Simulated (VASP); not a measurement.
# Nb2SiB2 (P6/mmm) in VASP: notebook

Nb2SiB2 is run at these levels: PBE; tasks: relaxation of cell and atoms, single point.

Program: VASP 6.6.1. These are calculated values, not measurements. Logs are shortened: lines on timing, memory, paths and dates and some standing lists are left out, and cuts for length are marked.

## (1) The cell of the first run

It takes space group P6/mmm (No. 191, hexagonal). Conventional cell: a = 3.930 Å, b = 3.930 Å, c = 5.368 Å, α = 90.00°, β = 90.00°, γ = 120.00°. Within 3.0 Å of Nb (site symmetry -6m2) lie 3 Nb at 2.27 Å and 2 B at 2.68 Å. Within 3.0 Å of Si (site symmetry 6/mmm) lie 6 B at 2.27 Å. B (site symmetry -6m2) has 3 B at 2.27 Å and 3 Si at 2.27 Å and 2 Nb at 2.68 Å within 3.0 Å.

## (2) Relaxation of cell and atoms, PBE

INCAR

```
SYSTEM = Nb2SiB2
  PREC = Accurate
  ENCUT = 600
  EDIFF = 1E-7
  ISMEAR = 0
  SIGMA = 0.1
  LREAL = .False.
  LASPH = .True.
  NELM = 100
  ALGO = Normal
  ISIF = 3
  LWAVE = .False.
  LCHARG = .False.
  GGA = PE
  IBRION = 2
  NSW = 90
  EDIFFG = -0.04
```

KPOINTS

```
regular mesh
0
Gamma
  6 6 4
  0 0 0
```

POSCAR

```
Nb2SiB2
1.0
    3.9302040500      0.0000000000      0.0000000000
   -1.9651020300      3.4036565500      0.0000000000
    0.0000000000      0.0000000000      5.3675645600
Nb Si B
2 1 2
Direct
    0.3333333300      0.6666666700      0.5000000000
    0.6666666700      0.3333333300      0.5000000000
    0.0000000000      0.0000000000      0.0000000000
    0.3333333300      0.6666666700      0.0000000000
    0.6666666700      0.3333333300      0.0000000000
```

Potentials or basis: VASP PAW PBE potentials, release 64 (Nb_sv, Si, B).

Run with:

```sh
> cat potpaw_PBE.64/Nb_sv/POTCAR potpaw_PBE.64/Si/POTCAR potpaw_PBE.64/B/POTCAR > POTCAR
> mpirun -np 1 vasp_std > vasp.out
```

OUTCAR:

```text
SYSTEM = Nb2SiB2
   PREC = Accurate
   ENCUT = 600
   EDIFF = 1E-7
   ISMEAR = 0
   LREAL = .False.
   LASPH = .True.
   NELM = 100
   ISIF = 3
   GGA = PE
   IBRION = 2
   NSW = 90
   EDIFFG = -0.04

 ion  position               nearest neighbor table
   1  0.333  0.667  0.500-   2 2.27   2 2.27   2 2.27
   2  0.667  0.333  0.500-   1 2.27   1 2.27   1 2.27
   3  0.000  0.000  0.000-   4 2.27   5 2.27   5 2.27   4 2.27   5 2.27   4 2.27
   4  0.333  0.667  0.000-   3 2.27   3 2.27   3 2.27
   5  0.667  0.333  0.000-   3 2.27   3 2.27   3 2.27

  LATTYP: Found a hexagonal cell.
 ALAT       =     3.9302040500
 C/A-ratio  =     1.3657215991

  Lattice vectors:

 A1 = (   3.9302040500,   0.0000000000,   0.0000000000)
 A2 = (  -1.9651020300,   3.4036565500,   0.0000000000)
 A3 = (   0.0000000000,   0.0000000000,   5.3675645600)

Analysis of symmetry for initial positions (statically):
=====================================================================
 Subroutine PRICEL returns:
 Original cell was already a primitive cell.

 Routine SETGRP: Setting up the symmetry group for a
 hexagonal supercell.

 Subroutine GETGRP returns: Found 24 space group operations
 (whereof 24 operations were pure point group operations)
 out of a pool of 24 trial point group operations.

The static configuration has the point symmetry D_6h.

Analysis of symmetry for dynamics (positions and initial velocities):
=====================================================================
 Subroutine PRICEL returns:
 Original cell was already a primitive cell.

 Routine SETGRP: Setting up the symmetry group for a
 hexagonal supercell.

 Subroutine GETGRP returns: Found 24 space group operations
 (whereof 24 operations were pure point group operations)
 out of a pool of 24 trial point group operations.

The dynamic configuration has the point symmetry D_6h.

 Subroutine INISYM returns: Found 24 space group operations
 (whereof 24 operations are pure point group operations),
 and found     1 'primitive' translations

----------------------------------------------------------------------------------------

                                     Primitive cell

  volume of cell :      71.8023

  direct lattice vectors                    reciprocal lattice vectors
     3.930204050  0.000000000  0.000000000     0.254439715  0.146900839  0.000000000
    -1.965102030  3.403656550  0.000000000     0.000000000  0.293801676  0.000000000
[... 76 lines left out ...]
   NGXF,Y,Z  is equivalent  to a cutoff of  27.07, 27.07, 29.73 a.u.
 SYSTEM =  Nb2SiB2
   PREC   = accura    normal or accurate (medium, high low for compatibility)
   ISTART =      0    job   : 0-new  1-cont  2-samecut
   ICHARG =      2    charge: 1-file 2-atom 10-const
   ISPIN  =      1    spin polarized calculation?
   LNONCOLLINEAR =      F non collinear calculations
   LSORBIT =      F    spin-orbit coupling
   LASPH  =      T    aspherical Exc in radial PAW
   ENCUT  =  600.0 eV  44.10 Ry    6.64 a.u.   7.85  7.85 10.72*2*pi/ulx,y,z
   NELM   =    100;   NELMIN=  2; NELMDL= -5     # of ELM steps
   EDIFF  = 0.1E-06   stopping-criterion for ELM
   LREAL  =      F    real-space projection
   EDIFFG = -.4E-01   stopping-criterion for IOM
   NSW    =     90    number of steps for IOM
   IBRION =      2    ionic relax: 0-MD 1-quasi-New 2-CG
   NFREE  =      1    steps in history (QN), initial steepest desc. (CG)
   ISIF   =      3    stress and relaxation
   ISYM   =      2    0-nonsym 1-usesym 2-fastsym
   POTIM  = 0.5000    time-step for ionic-motion
   TEBEG  =    0.0;   TEEND  =   0.0 temperature during run
   PSTRESS=    0.0 pullay stress
   NELECT =      36.0000    total number of electrons
   NUPDOWN=      -1.0000    fix difference up-down
   EMIN   =  10.00;   EMAX   =-10.00  energy-range for DOS
   EFERMI =   0.00;   METHOD = LEGACY
   ISMEAR =     0;   SIGMA  =   0.10  broadening in eV -4-tet -1-fermi 0-gaus
   EFERMI_NEDOS =   21; number of points for ismear=-14 and -15
   IALGO  =     38    algorithm
   IMIX   =      4    mixing-type and parameters
     AMIX     =   0.40;   BMIX     =  1.00
     AMIX_MAG =   1.60;   BMIX_MAG =  1.00
  volume/ion in A,a.u.               =      14.36        96.91
  Fermi-wavevector in a.u.,A,eV,Ry     =   1.300558  2.457698 23.013579  1.691450
  Thomas-Fermi vector in A             =   2.431749
   LORBIT       =      0    0 simple, 1 ext, 2 COOP (PROOUT), +10 PAW based schemes
   GGA     = PE    functional components
   LHFCALC =     F    Hartree Fock is set to
   AEXX    =    0.0000 exact exchange contribution
   IVDW    =     0    specifies the selected vdW correction
   LEPSILON=     F    determine dielectric tensor
   LRPA    =     F    only Hartree local field effects (RPA)
 conjugate gradient relaxation of ions
 non-spin polarized calculation
 Gauss-broadening in eV      SIGMA  =   0.10
  energy-cutoff  :      600.00
  volume of cell :       71.80
 maximum number of plane-waves:      2420
 NGX is ok and might be reduce to    32
   NGX = 15   NGY = 15   NGZ = 21

--------------------------------------- Ionic step        1  -------------------------------------------

 number of electron      36.0000000 magnetization

 Free energy of the ion-electron system (eV)
  ---------------------------------------------------
  ext. energy  EPLUGINS =         0.00000000
  ---------------------------------------------------
  free energy    TOTEN  =       -31.09934131 eV

  energy without entropy =      -31.07960811  energy(sigma->0) =      -31.08947471

------------------------ aborting loop because EDIFF is reached ----------------------------------------

  FORCE on cell =-STRESS in cart. coord.  units (eV):
  Direction    XX          YY          ZZ          XY          YZ          ZX
  --------------------------------------------------------------------------------------
  -------------------------------------------------------------------------------------
  Total        7.4315829      7.4315829    -10.5773100     -0.0000000      0.0000000      0.0000000
  in kB      165.8264504    165.8264504   -236.0194048     -0.0000002      0.0000000      0.0000000
  external PRESSURE =      31.8778320 kB  Pullay stress =       0.0000000 kB
[... 260 lines left out ...]
--------------------------------------- Ionic step        8  -------------------------------------------

 number of electron      36.0000000 magnetization

 Free energy of the ion-electron system (eV)
  ---------------------------------------------------
  ext. energy  EPLUGINS =         0.00000000
  ---------------------------------------------------
  free energy    TOTEN  =       -32.83316202 eV

  energy without entropy =      -32.81492932  energy(sigma->0) =      -32.82404567

 E-fermi :   8.5999     XC(G=0): -11.4716

 val. band max:        8.5996107837   @ k =   0.1667   0.0000   0.2500
 cond. band min:       8.5999666457   @ k =   0.1667   0.1667   0.2500
 fundamental gap:      0.0003558620
 Fermi energy:         8.5998918300

 k-point     1 :       0.0000    0.0000    0.0000
  band No.  band energies     occupation
      1     -45.8231      2.00000
      2     -45.0903      2.00000
      3     -22.6572      2.00000
      4     -22.6572      2.00000
      5     -21.9559      2.00000
      6     -21.3457      2.00000
[... 546 lines left out ...]
  FREE ENERGIE OF THE ION-ELECTRON SYSTEM (eV)
  ---------------------------------------------------
  free  energy   TOTEN  =       -32.8331620220 eV

  energy  without entropy=      -32.8149293153  energy(sigma->0) =      -32.82404567

 reached required accuracy - stopping structural energy minimisation
```

OSZICAR:

```text
N       E                     dE             d eps       ncg     rms          rms(c)
DAV:   1     0.395451576265E+03    0.39545E+03   -0.20601E+04   924   0.177E+03
DAV:   2     0.448676349681E+01   -0.39096E+03   -0.38236E+03  1086   0.630E+02
DAV:   3    -0.291481450678E+02   -0.33635E+02   -0.32817E+02  1760   0.132E+02
[... 92 lines left out ...]
DAV:   4    -0.328330391093E+02    0.21015E-03   -0.30499E-03  1456   0.330E-01    0.115E-01
DAV:   5    -0.328331012794E+02   -0.62170E-04   -0.34865E-04  1504   0.105E-01    0.651E-02
DAV:   6    -0.328331579363E+02   -0.56657E-04   -0.23984E-04  1806   0.103E-01    0.348E-02
DAV:   7    -0.328331612160E+02   -0.32798E-05   -0.31590E-05  1234   0.456E-02    0.690E-03
DAV:   8    -0.328331619270E+02   -0.71100E-06   -0.27126E-06  1662   0.130E-02    0.127E-03
DAV:   9    -0.328331620220E+02   -0.94988E-07   -0.89214E-08   672   0.258E-03
   8 F= -.32833162E+02 E0= -.32824046E+02  d E =-.301392E-02
```

It took 4.2 min on 1 thread of Intel Xeon 6975P-C, shared host; peak memory 0.24 GiB.

What came out:

```yaml
Free_energy: -32.8332 eV
Relaxed_volume: 14.54 Å³/atom
Relaxed_cell: a = 4.275 Å, b = 4.275 Å, c = 4.593 Å, α = 90.00°, β = 90.00°, γ = 120.00°
Space_group_after_relaxing_to_0.05_Å: P6/mmm (No. 191)
Energy_gained_by_relaxing: 346.8 meV/atom
Ionic_steps: 8
Pressure_after_relaxing: 0.0 GPa
Band_gap_on_the_k_mesh: zero (band 18 reaches 9.13 eV, above the bottom of band 19 at 8.16 eV)
```

Step by step:
```csv
step,energy change (eV),largest force (eV/Å),pressure (GPa),volume (Å³)
1,0.0000,0.0000,3.19,71.80
2,-1.5504,0.0000,-2.97,74.05
3,-1.6990,0.0000,-1.95,74.58
4,-1.7186,0.0000,-2.69,74.47
5,-1.7192,0.0000,-2.58,74.49
6,-1.7219,0.0000,1.79,71.89
7,-1.7308,0.0000,-0.33,73.08
8,-1.7338,0.0000,0.04,72.69
```

Final structure:
```cif
data_structure
_symmetry_space_group_name_H-M 'P 1'
_symmetry_Int_Tables_number 1
_cell_length_a 4.2746
_cell_length_b 4.2746
_cell_length_c 4.5934
_cell_angle_alpha 90.000
_cell_angle_beta 90.000
_cell_angle_gamma 120.000
_cell_volume 72.69
loop_
_atom_site_label
_atom_site_type_symbol
_atom_site_fract_x
_atom_site_fract_y
_atom_site_fract_z
_atom_site_occupancy
Nb1 Nb 0.33333 0.66667 0.50000 1
Nb2 Nb 0.66667 0.33333 0.50000 1
Si1 Si 0.00000 0.00000 0.00000 1
B1 B 0.33333 0.66667 0.00000 1
B2 B 0.66667 0.33333 0.00000 1
```

## (3) Single point, PBE

This run uses another cell than the first one, of 14.59 Å³/atom, 1.016 times its volume.

INCAR

```
ALGO = Normal
EDIFF = 1E-6
ENCUT = 520
GGA = PE
ISIF = 2
ISMEAR = 0
LASPH = T
LCHARG = F
LREAL = F
LWAVE = F
NBANDS = 26
NELM = 80
PREC = Accurate
SIGMA = 0.1
```

KPOINTS

```
k-points
0
Gamma
  12 12 8
```

POSCAR

```
Nb2SiB2
1.0
    4.2967359994      0.0000000000      0.0000000000
   -2.1483679997      3.7210825289      0.0000000000
    0.0000000000      0.0000000000      4.5622461473
Nb Si B
2 1 2
Direct
    0.3333333333      0.6666666667      0.5000000000
    0.6666666667      0.3333333333      0.5000000000
    0.0000000000      0.0000000000      0.0000000000
    0.3333333333      0.6666666667      0.0000000000
    0.6666666667      0.3333333333      0.0000000000
```

Potentials or basis: VASP PAW PBE potentials, release 64 (Nb_sv, Si, B).

Run with:

```sh
> cat potpaw_PBE.64/Nb_sv/POTCAR potpaw_PBE.64/Si/POTCAR potpaw_PBE.64/B/POTCAR > POTCAR
> mpirun -np 1 vasp_std > vasp.out
```

Wall time 2.2 min (1 thread of Intel Xeon 6975P-C, shared host); peak memory 0.3 GiB.

The run converged. Its results:

```yaml
Free_energy: -32.8605 eV
Pressure: -0.1 GPa
Band_gap_on_the_k_mesh: zero (band 18 reaches 9.08 eV, above the bottom of band 19 at 8.12 eV)
```

Stress tensor (GPa, compression positive):
```
 0.00  0.00  0.00
 0.00  0.00  0.00
 0.00  0.00 -0.18
```

Levels at points of the mesh, in eV from the Fermi level:
```
           k point  band 15  band 16  band 17  band 18  band 19  band 20  band 21  band 22
(0.00, 0.00, 0.00)    -2.18    -2.18    -0.91    -0.91    -0.40     1.49     1.49     1.51
(0.50, 0.00, 0.00)    -1.70    -1.27    -1.12    -0.68     2.17     2.21     3.21     3.24
(0.00, 0.00, 0.50)    -2.37    -1.40    -1.32    -1.14     0.05     0.05     1.21     1.21
(0.50, 0.00, 0.50)    -2.32    -1.23    -0.55    -0.35     0.58     1.31     1.76     2.22
```

(Part 1 of 2 ends here.)
